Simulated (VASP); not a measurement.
Write the native input for VASP 6.6.1 that does the following.

```
Task                   : single point
Functional             : PBE
Potentials or basis    : VASP PAW PBE potentials, release 64 (Ce, O)
Cutoff                 : 520 eV
k mesh                 : 12 × 12 × 12
Occupations            : gaussian, width 0.05 eV
Spin                   : no spin polarisation
Dipole correction      : no
Further INCAR settings : ALGO = Normal; EDIFF = 1e-07; NBANDS = 19
```

The structure of CeO2 lies in POSCAR:

```
CeO2
1.0
    0.0000000000      2.6810922341      2.6810922341
    2.6810922341      0.0000000000      2.6810922341
    2.6810922341      2.6810922341      0.0000000000
Ce O
1 2
Direct
    0.0000000000      0.0000000000      0.0000000000
    0.2500000000      0.2500000000      0.2500000000
    0.7500000000      0.7500000000      0.7500000000
```

These files were run (other wordings do the same):

INCAR

```
PREC = Accurate ; ENCUT = 520
EDIFF = 1E-7 ; ISMEAR = 0
SIGMA = 0.05 ; LREAL = F
LASPH = T ; NELM = 60
ALGO = Normal ; ISIF = 2
LWAVE = F ; LCHARG = F
GGA = PE ; NBANDS = 19
```

KPOINTS

```
Automatic mesh
0
Gamma
  12 12 12
```

Potentials or basis: VASP PAW PBE potentials, release 64 (Ce, O).

Run with:

```sh
$ cat potpaw_PBE.64/Ce/POTCAR potpaw_PBE.64/O/POTCAR > POTCAR
$ mpirun -np 1 vasp_std > vasp.out
```

It gave:

The pressure is 11.1 GPa and the band gap on the k mesh is 2.03 eV (least direct gap 2.14 eV).

Caveat: the cell stands under pressure; spin-orbit coupling is left out, which moves the levels of the heavy elements.

Wall time 2 min on 1 thread of Intel Xeon 8259CL, on a shared host, peak memory 0.21 GiB.
